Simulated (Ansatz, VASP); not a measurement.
# As: VASP beside Ansatz

```
As
1.0
     3.67000    0.00000    0.00000
    -1.83500    3.17831    0.00000
     0.00000    0.00000   28.00000
As
2
Direct
  0.33333 0.66667 0.53193
  0.66667 0.33333 0.46807
```

Alike in both runs: task single point; functional PBE; k mesh 9 × 9 × 1; occupations gaussian, width 0.02 eV; no spin polarisation.

```csv
,VASP,Ansatz
version,VASP 6.6.1,Ansatz 0.2.0
potentials or method,"VASP PAW PBE potentials, release 64 (As), cutoff 520 eV","scalar-relativistic, plane waves, PAW"
valence electrons in the cell,10,30
```

Ansatz gave:

* gap on the k mesh at the Fermi level (eV): none
* rms of the force components (eV/Å): 2.015

Task: Estimate VASP's values.

Result: gap on the k mesh at the Fermi level (eV): none; rms of the force components (eV/Å): 2.012.

Atom by atom the forces differ by 0.003 eV/Å (rms over components). A gap of «none» marks a metal or a gap that the smearing closes. With one functional, cell and mesh, what is left measures potentials, basis and numerics. VASP's potentials hold 10 valence electrons a cell and Ansatz's 30, so a difference there can come from the potentials and not from the codes.
